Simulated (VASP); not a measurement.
Write the native input for VASP 6.6.1 that does the following.

```yaml
Task: single point
Functional: LDA
Potentials_or_basis: VASP PAW LDA potentials, release 64 (Si)
Cutoff: 520 eV
k_mesh: 10 × 10 × 10
Occupations: gaussian, width 0.03 eV
Spin: no spin polarisation
Dipole_correction: no
Further_INCAR_settings: ALGO = Normal; EDIFF = 1e-07; NBANDS = 16
```

The structure of Si lies in POSCAR:

```
Si
1.0
   -3.4752908816      3.3693125312      1.9583813607
    3.3263920058     -3.4703294840      1.8755526802
    3.2342038296      3.2292424320     -2.1331258231
Si
4
Direct
    0.1089891112      0.1318960403      0.3233385053
    0.8801145565      0.8702985605      0.6335427658
    0.1531982568      0.8782421328      0.0053672736
    0.8576980755      0.1195632664      0.0377514553
```

This cell differs from its parent crystal: atoms moved at random and the cell strained at random.

The input as run:

INCAR

```
ALGO     = Normal         # electronic algorithm
EDIFF    = 1E-7           # SCF threshold, eV
ENCUT    = 520            # plane-wave cutoff, eV
ISIF     = 2              # what is computed and relaxed
ISMEAR   = 0              # smearing method
LASPH    = T              # aspherical terms in the spheres
LCHARG   = F              # write CHGCAR
LREAL    = F              # projectors in reciprocal space
LWAVE    = F              # write WAVECAR
NBANDS   = 16             # bands
NELM     = 60             # most SCF steps
PREC     = Accurate       # precision mode
SIGMA    = 0.03           # smearing width, eV
```

KPOINTS

```
k-points
0
Gamma
  10 10 10
```

Potentials or basis: VASP PAW LDA potentials, release 64 (Si).

Launch:

```sh
$ cat potpaw_LDA.64/Si/POTCAR > POTCAR
$ mpirun -np 1 vasp_std > vasp.out
```

It gave:

| Quantity | Value |
| --- | --- |
| Pressure | 26.6 GPa |
| Largest force | 19.179 eV/Å |
| Band gap on the k mesh | zero (bands 8 and 9 overlap by 2.62 eV) |

Caveat: the cell differs from its parent crystal (atoms moved at random and the cell strained at random); the cell stands under pressure; forces of over 1 eV/Å act on the atoms, so gaps and moduli don't describe the material at rest.

Run time: 16 min on 1 thread of Intel(R) Xeon(R) Platinum 8259CL CPU @ 2.50GHz (Skylake/Cascade Lake), on a shared host, peak memory 0.55 GiB.
